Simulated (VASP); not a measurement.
## CuO: single point with RPBE

Crystal: CuO.

```
Cu O
1.0
     2.87950    0.00000    0.00000
     0.03907    2.87928    0.00000
     0.01750    0.01724    5.17634
Cu O
2 2
Direct
  0.00000 0.50000 0.00000
  0.50000 0.00000 0.50000
  0.99842 0.00167 0.74989
  0.00158 0.99833 0.25011
```

```json
{"Program": "VASP 6.6.1", "Task": "single point", "Functional": "RPBE", "Potentials or basis": "VASP PAW PBE potentials, release 64 (Cu, O)", "Cutoff": "520 eV", "k mesh": "9 × 9 × 5", "Occupations": "fermi-dirac, width 0.05 eV", "Spin": "no spin polarisation", "Dipole correction": "no", "Further INCAR settings": "ALGO = Normal; EDIFF = 1e-07; NBANDS = 25"}
```

| Item | Value |
| --- | --- |
| Pressure | 11.9 GPa |
| Largest force | 0.011 eV/Å |
| Band gap on the k mesh | zero (band 17 reaches 6.11 eV, above the bottom of band 18 at 5.18 eV) |

Forces on the atoms (eV/Å):
```
Cu   0.000  0.000  0.000
Cu   0.000  0.000  0.000
O    0.001 -0.003  0.010
O   -0.001  0.003 -0.010
```

Levels at points of the mesh, in eV from the Fermi level:
```
           k point  band 15  band 16  band 17  band 18  band 19  band 20
(0.00, 0.00, 0.00)    -2.36    -2.05     0.66     0.70     1.55     6.29
```

Wall time 2.5 min on 1 thread of Intel(R) Xeon(R) Platinum 8488C (Sapphire Rapids), with other jobs on the host, peak memory 0.29 GiB.

Caveat: the PAW data sets were made with another functional, which shifts forces and pressure a little; semilocal functionals often make such compounds metallic where correlation or magnetic order opens a gap, which also shifts bond lengths. With open d or f shells a metallic result of RPBE can be an artefact of self-interaction; +U or a hybrid may open a gap.
